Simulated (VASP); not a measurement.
A run of VASP 6.6.1 is set up as follows.

Contents of INCAR:

```
SYSTEM = Ge2P
PREC = Accurate ; ENCUT = 520
EDIFF = 1E-7 ; ISMEAR = 0
SIGMA = 0.1 ; LREAL = .FALSE.
LASPH = .TRUE. ; NELM = 100
ALGO = Normal ; ISIF = 2
LWAVE = .FALSE. ; LCHARG = .FALSE.
GGA = PE ; NBANDS = 24
```

KPOINTS

```
Automatic mesh
0
G
  6 6 6
  0 0 0
```

POSCAR

```
Ge2P
1.0
    0.0000000000      3.1298525518      3.1298525518
    3.1298525518      0.0000000000      3.1298525518
    3.1298525518      3.1298525518      0.0000000000
Ge P
2 1
Direct
    0.2500000000      0.2500000000      0.2500000000
    0.7500000000      0.7500000000      0.7500000000
    0.0000000000      0.0000000000      0.0000000000
```

Potentials or basis: VASP PAW PBE potentials, release 64 (Ge_d, P).

Command:

```console
$ cat potpaw_PBE.64/Ge_d/POTCAR potpaw_PBE.64/P/POTCAR > POTCAR
$ mpirun -np 1 vasp_std > vasp.out
```

Question: Predict the band gap on the k mesh.

Answer: Zero (an odd number of electrons rules out a gap without spin polarisation).

Question: Predict the pressure.

Answer: 0.0 GPa.
